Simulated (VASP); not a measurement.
# Ge2Br3 (P-3m1) in VASP: a series of runs

Ge2Br3 is run at these levels: PBE; tasks: relaxation of cell and atoms, single point.

All numbers are computed with VASP 6.6.1; they aren't measurements. Logs are shortened: lines on timing, memory, paths and dates and some standing lists are left out, and cuts for length are marked.

### 1 The cell of the first run

Symmetry: P-3m1, No. 164, trigonal system. The conventional cell has a = 4.486 Å, b = 4.486 Å, c = 6.980 Å, α = 90.00°, β = 90.00°, γ = 120.00°. Within 3.6 Å of Ge (site symmetry 3m) lie 7 Br at 2.70 to 3.10 Å. Br (site symmetry -3m) has 6 Ge at 3.10 Å and 6 Br at 3.58 Å within 4.1 Å. Br (site symmetry 3m) has 4 Ge at 2.70 to 2.79 Å and 6 Br at 3.29 to 3.58 Å within 3.6 Å.

### 2 Relaxation of cell and atoms, PBE

INCAR

```
  PREC = Accurate
  ENCUT = 600
  EDIFF = 1E-6
  ISMEAR = 0
  SIGMA = 0.1
  LREAL = False
  LASPH = True
  NELM = 60
  ALGO = Normal
  ISIF = 3
  LWAVE = False
  LCHARG = False
  GGA = PE
  IBRION = 2
  NSW = 90
  EDIFFG = -0.04
```

KPOINTS

```
Automatic mesh
0
Gamma
  6 6 4
```

POSCAR

```
Ge2Br3
1.0
    4.4864704683      0.0000000000      0.0000000000
   -2.2432352342      3.8853973989      0.0000000000
    0.0000000000      0.0000000000      6.9802192819
Ge Br
2 3
Direct
    0.3333333333      0.6666666667      0.2450000000
    0.6666666667      0.3333333333      0.7550000000
    0.0000000000      0.0000000000      0.0000000000
    0.3333333333      0.6666666667      0.6450000000
    0.6666666667      0.3333333333      0.3550000000
```

Potentials or basis: VASP PAW PBE potentials, release 64 (Ge_d, Br).

The run is started by

```console
cat potpaw_PBE.64/Ge_d/POTCAR potpaw_PBE.64/Br/POTCAR > POTCAR
mpirun -np 1 vasp_std > vasp.out
```

OUTCAR:

```text
PREC = Accurate
   ENCUT = 600
   EDIFF = 1E-6
   ISMEAR = 0
   LREAL = False
   LASPH = True
   NELM = 60
   ISIF = 3
   GGA = PE
   IBRION = 2
   NSW = 90
   EDIFFG = -0.04

 ion  position               nearest neighbor table
   1  0.333  0.667  0.245-   5 2.70   5 2.70   5 2.70   4 2.79
   2  0.667  0.333  0.755-   4 2.70   4 2.70   4 2.70   5 2.79
   3  0.000  0.000  0.000-
   4  0.333  0.667  0.645-   2 2.70   2 2.70   2 2.70   1 2.79
   5  0.667  0.333  0.355-   1 2.70   1 2.70   1 2.70   2 2.79

  LATTYP: Found a hexagonal cell.
 ALAT       =     4.4864704683
 C/A-ratio  =     1.5558375635

  Lattice vectors:

 A1 = (   4.4864704683,   0.0000000000,   0.0000000000)
 A2 = (  -2.2432352342,   3.8853973989,   0.0000000000)
 A3 = (   0.0000000000,   0.0000000000,   6.9802192819)

Analysis of symmetry for initial positions (statically):
=====================================================================
 Subroutine PRICEL returns:
 Original cell was already a primitive cell.

 Routine SETGRP: Setting up the symmetry group for a
 hexagonal supercell.

 Subroutine GETGRP returns: Found 12 space group operations
 (whereof 12 operations were pure point group operations)
 out of a pool of 24 trial point group operations.

The static configuration has the point symmetry D_3d.

Analysis of symmetry for dynamics (positions and initial velocities):
=====================================================================
 Subroutine PRICEL returns:
 Original cell was already a primitive cell.

 Routine SETGRP: Setting up the symmetry group for a
 hexagonal supercell.

 Subroutine GETGRP returns: Found 12 space group operations
 (whereof 12 operations were pure point group operations)
 out of a pool of 24 trial point group operations.

The dynamic configuration has the point symmetry D_3d.

 Subroutine INISYM returns: Found 12 space group operations
 (whereof 12 operations are pure point group operations),
 and found     1 'primitive' translations

----------------------------------------------------------------------------------------

                                     Primitive cell

[... 92 lines left out ...]
   LASPH  =      T    aspherical Exc in radial PAW
   ENCUT  =  600.0 eV  44.10 Ry    6.64 a.u.   8.96  8.96 13.94*2*pi/ulx,y,z
   NELM   =     60;   NELMIN=  2; NELMDL= -5     # of ELM steps
   EDIFF  = 0.1E-05   stopping-criterion for ELM
   LREAL  =      F    real-space projection
   EDIFFG = -.4E-01   stopping-criterion for IOM
   NSW    =     90    number of steps for IOM
   IBRION =      2    ionic relax: 0-MD 1-quasi-New 2-CG
   NFREE  =      1    steps in history (QN), initial steepest desc. (CG)
   ISIF   =      3    stress and relaxation
   ISYM   =      2    0-nonsym 1-usesym 2-fastsym
   POTIM  = 0.5000    time-step for ionic-motion
   TEBEG  =    0.0;   TEEND  =   0.0 temperature during run
   PSTRESS=    0.0 pullay stress
   NELECT =      49.0000    total number of electrons
   NUPDOWN=      -1.0000    fix difference up-down
   EMIN   =  10.00;   EMAX   =-10.00  energy-range for DOS
   EFERMI =   0.00;   METHOD = LEGACY
   ISMEAR =     0;   SIGMA  =   0.10  broadening in eV -4-tet -1-fermi 0-gaus
   EFERMI_NEDOS =   21; number of points for ismear=-14 and -15
   IALGO  =     38    algorithm
   IMIX   =      4    mixing-type and parameters
     AMIX     =   0.40;   BMIX     =  1.00
     AMIX_MAG =   1.60;   BMIX_MAG =  1.00
  volume/ion in A,a.u.               =      24.34       164.22
  Fermi-wavevector in a.u.,A,eV,Ry     =   1.208937  2.284560 19.885312  1.461529
  Thomas-Fermi vector in A             =   2.344530
   LORBIT       =      0    0 simple, 1 ext, 2 COOP (PROOUT), +10 PAW based schemes
   GGA     = PE    functional components
   LHFCALC =     F    Hartree Fock is set to
   AEXX    =    0.0000 exact exchange contribution
   IVDW    =     0    specifies the selected vdW correction
   LEPSILON=     F    determine dielectric tensor
   LRPA    =     F    only Hartree local field effects (RPA)
 conjugate gradient relaxation of ions
 non-spin polarized calculation
 Gauss-broadening in eV      SIGMA  =   0.10
  energy-cutoff  :      600.00
  volume of cell :      121.68
 maximum number of plane-waves:      4082
   NGX = 17   NGY = 17   NGZ = 27

--------------------------------------- Ionic step        1  -------------------------------------------

 number of electron      49.0000013 magnetization

 Free energy of the ion-electron system (eV)
  ---------------------------------------------------
  ext. energy  EPLUGINS =         0.00000000
  ---------------------------------------------------
  free energy    TOTEN  =       -14.14247927 eV

  energy without entropy =      -14.12918370  energy(sigma->0) =      -14.13583149

------------------------ aborting loop because EDIFF is reached ----------------------------------------

  FORCE on cell =-STRESS in cart. coord.  units (eV):
  Direction    XX          YY          ZZ          XY          YZ          ZX
  --------------------------------------------------------------------------------------
  -------------------------------------------------------------------------------------
  Total        6.3676715      6.3676715      5.2913583     -0.0000000      0.0000000      0.0000000
  in kB       83.8459150     83.8459150     69.6736286     -0.0000000      0.0000000      0.0000000
  external PRESSURE =      79.1218195 kB  Pullay stress =       0.0000000 kB
[... 98 lines left out ...]
  FREE ENERGIE OF THE ION-ELECTRON SYSTEM (eV)
  ---------------------------------------------------
  free  energy   TOTEN  =       -14.6438939330 eV

  energy  without entropy=      -14.6287544667  energy(sigma->0) =      -14.63632420

[... ionic steps 4 to 33 ...]

--------------------------------------- Ionic step       34  -------------------------------------------

 number of electron      48.9999986 magnetization

------------------------ aborting loop because EDIFF is reached ----------------------------------------
[... 73 lines left out ...]
--------------------------------------- Ionic step       36  -------------------------------------------

 number of electron      48.9999980 magnetization

 Free energy of the ion-electron system (eV)
  ---------------------------------------------------
  ext. energy  EPLUGINS =         0.00000000
  ---------------------------------------------------
  free energy    TOTEN  =       -15.11887126 eV

  energy without entropy =      -15.10829299  energy(sigma->0) =      -15.11358213

 E-fermi :   3.0595     XC(G=0):  -8.2723

 val. band max:        3.0540199506   @ k =   0.1667   0.1667   0.0000
 cond. band min:       3.0875641922   @ k =   0.1667   0.1667   0.2500
 fundamental gap:      0.0335442416
 Fermi energy:         3.0595397937

 k-point     1 :       0.0000    0.0000    0.0000
  band No.  band energies     occupation
      1     -23.1216      2.00000
      2     -23.1216      2.00000
      3     -23.1214      2.00000
      4     -23.1214      2.00000
      5     -23.0718      2.00000
      6     -23.0718      2.00000
[... 789 lines left out ...]
  FREE ENERGIE OF THE ION-ELECTRON SYSTEM (eV)
  ---------------------------------------------------
  free  energy   TOTEN  =       -15.1188712649 eV

  energy  without entropy=      -15.1082929919  energy(sigma->0) =      -15.11358213

 reached required accuracy - stopping structural energy minimisation
```

OSZICAR:

```text
N       E                     dE             d eps       ncg     rms          rms(c)
DAV:   1     0.525283162443E+03    0.52528E+03   -0.24892E+04  1677   0.352E+03
DAV:   2     0.792745693340E+02   -0.44601E+03   -0.43230E+03  1445   0.877E+02
DAV:   3    -0.857688876223E+01   -0.87851E+02   -0.84980E+02  1735   0.206E+02
[... 337 lines left out ...]
DAV:   1    -0.151207527130E+02   -0.25850E-02   -0.91686E-02  1699   0.206E+00    0.275E-01
DAV:   2    -0.151194994717E+02    0.12532E-02   -0.21504E-03  1902   0.399E-01    0.162E-01
DAV:   3    -0.151188658941E+02    0.63358E-03   -0.10314E-03  1795   0.222E-01    0.366E-02
DAV:   4    -0.151188706700E+02   -0.47759E-05   -0.17753E-04  1586   0.993E-02    0.138E-02
DAV:   5    -0.151188712649E+02   -0.59494E-06   -0.82902E-06  1506   0.188E-02
  36 F= -.15118871E+02 E0= -.15113582E+02  d E =-.962190E-03
```

Run time: 31 min. Hardware: 1 thread of Intel Xeon Platinum 8488C (Sapphire Rapids), shared host; peak memory 0.3 GiB.

What came out:

- Free energy: -15.1189 eV
- Relaxed volume: 31.49 Å³/atom
- Relaxed cell: a = 4.380 Å, b = 4.380 Å, c = 9.475 Å, α = 90.00°, β = 90.00°, γ = 120.00°
- Space group after relaxing (to 0.05 Å): P-3m1 (No. 164)
- Energy gained by relaxing: 195.3 meV/atom
- Ionic steps: 36
- Pressure after relaxing: 0.0 GPa
- Largest force after relaxing: 0.019 eV/Å

Forces in eV/Å, atoms in the order of the input:
```
Ge   0.000  0.000 -0.015
Ge   0.000  0.000  0.015
Br   0.000  0.000  0.000
Br   0.000  0.000 -0.019
Br   0.000  0.000  0.019
```

Step by step:
| step | energy change (eV) | largest force (eV/Å) | pressure (GPa) | volume (Å³) |
| --- | --- | --- | --- | --- |
| 1 | 0.0000 | 0.9480 | 7.91 | 121.68 |
| 2 | -0.5008 | 0.3069 | -0.43 | 144.09 |
| 3 | -0.5014 | 0.3276 | -0.18 | 143.05 |
| 4 | -0.5180 | 0.3312 | -0.17 | 142.70 |
| 5 | -0.5674 | 0.3346 | 0.00 | 141.62 |
| 6 | -0.6569 | 0.3300 | 0.67 | 139.39 |
| 7 | -0.7205 | 0.3857 | 2.94 | 134.71 |
| 8 | -0.7283 | 0.3023 | 2.27 | 135.91 |
| 9 | -0.7370 | 0.2995 | 2.22 | 136.22 |
| 10 | -0.7609 | 0.2857 | 2.13 | 137.14 |
| 11 | -0.7984 | 0.2430 | 1.82 | 138.96 |
| 12 | -0.8281 | 0.2380 | 1.39 | 142.54 |
| 13 | -0.8453 | 0.2241 | 1.00 | 144.00 |
| 14 | -0.8742 | 0.1902 | -0.03 | 148.47 |
| 15 | -0.8765 | 0.1715 | -0.47 | 150.35 |
| 16 | -0.8925 | 0.1367 | -0.40 | 150.55 |
| 17 | -0.9294 | 0.0237 | -0.19 | 151.06 |
| 18 | -0.9469 | 0.2341 | 0.32 | 151.74 |
| 19 | -0.9498 | 0.1653 | 0.17 | 151.60 |
| 20 | -0.9571 | 0.1284 | -0.04 | 152.75 |
| 21 | -0.9615 | 0.0841 | -0.39 | 154.63 |
| 22 | -0.9657 | 0.0770 | -0.13 | 153.64 |
| 23 | -0.9663 | 0.0729 | -0.01 | 153.13 |
| 24 | -0.9664 | 0.0720 | 0.02 | 153.08 |
| 25 | -0.9671 | 0.0656 | 0.01 | 153.15 |
| 26 | -0.9692 | 0.0466 | 0.06 | 153.38 |
| 27 | -0.9721 | 0.0459 | 0.14 | 153.83 |
| 28 | -0.9736 | 0.0627 | 0.38 | 154.74 |
| 29 | -0.9739 | 0.0608 | 0.31 | 154.97 |
| 30 | -0.9747 | 0.0522 | 0.25 | 155.64 |
| 31 | -0.9754 | 0.0346 | 0.08 | 156.99 |
| 32 | -0.9754 | 0.0311 | 0.02 | 157.39 |
| 33 | -0.9754 | 0.0315 | 0.04 | 157.27 |
| 34 | -0.9754 | 0.0307 | 0.00 | 157.33 |
| 35 | -0.9757 | 0.0285 | 0.01 | 157.36 |
| 36 | -0.9764 | 0.0192 | 0.00 | 157.45 |

Final structure:
```
Ge Br
1.0
     4.38035    0.00000    0.00000
    -2.19017    3.79349    0.00000
     0.00000    0.00000    9.47540
Ge Br
2 3
Direct
  0.33333 0.66667 0.18087
  0.66667 0.33333 0.81913
  0.00000 0.00000 0.00000
  0.33333 0.66667 0.68654
  0.66667 0.33333 0.31346
```

Caveat: the volume moved by over 15 % at a fixed basis, so the end points are rough; this functional lacks dispersion, which binds the layers, so the pressure and a relaxed spacing across them are unreliable; an odd number of electrons without spin polarisation forces a metal; a magnetic or distorted state may lie lower.

### 3 Single point, PBE

This run uses another cell than the first one, of 32.40 Å³/atom, 1.331 times its volume.

INCAR

```
SYSTEM = Ge2Br3
ALGO = Normal
EDIFF = 1E-6
ENCUT = 520
GGA = PE
ISIF = 2
ISMEAR = 0
LASPH = .TRUE.
LCHARG = .FALSE.
LREAL = .FALSE.
LWAVE = .FALSE.
NBANDS = 32
NELM = 100
PREC = Accurate
SIGMA = 0.1
```

KPOINTS

```
k-points
0
G
  12 12 4
  0 0 0
```

POSCAR

```
Ge2Br3
1.0
    4.3688025436      0.0000000000      0.0000000000
   -2.1844012718      3.7834939869      0.0000000000
    0.0000000000      0.0000000000      9.8008984306
Ge Br
2 3
Direct
    0.3333333333      0.6666666667      0.1743528453
    0.6666666667      0.3333333333      0.8256471547
    0.0000000000      0.0000000000      0.0000000000
    0.3333333333      0.6666666667      0.6946257759
    0.6666666667      0.3333333333      0.3053742241
```

Potentials or basis: VASP PAW PBE potentials, release 64 (Ge_d, Br).

The run is started by

```console
cat potpaw_PBE.64/Ge_d/POTCAR potpaw_PBE.64/Br/POTCAR > POTCAR
mpirun -np 1 vasp_std > vasp.out
```

Wall time 3.8 min (1 thread of Intel Xeon Platinum 8488C (Sapphire Rapids), shared host); peak memory 0.44 GiB.

Results (log left out):

| Item | Value |
| --- | --- |
| Free energy | -15.1166 eV |
| Pressure | 0.0 GPa |
| Largest force | 0.004 eV/Å |

Forces in eV/Å, atoms in the order of the input:
```
Ge   0.000  0.000 -0.001
Ge   0.000  0.000  0.001
Br   0.000  0.000  0.000
Br   0.000  0.000 -0.004
Br   0.000  0.000  0.004
```

Levels at points of the mesh, in eV from the Fermi level:
| k point | band 23 | band 24 | band 25 | band 26 | band 27 | band 28 |
| --- | --- | --- | --- | --- | --- | --- |
| (0.00, 0.00, 0.00) | -3.64 | -3.20 | -1.00 | 0.23 | 0.23 | 0.65 |
| (0.50, 0.00, 0.00) | -3.82 | -2.77 | -0.07 | 1.24 | 1.34 | 1.75 |
| (0.00, 0.00, 0.50) | -3.58 | -3.16 | -1.03 | 0.22 | 0.22 | 0.64 |
| (0.50, 0.00, 0.50) | -3.69 | -2.85 | -0.21 | 1.18 | 1.44 | 1.72 |

Caveat: this functional lacks dispersion, which binds the layers, so the pressure and a relaxed spacing across them are unreliable; an odd number of electrons without spin polarisation forces a metal; a magnetic or distorted state may lie lower.
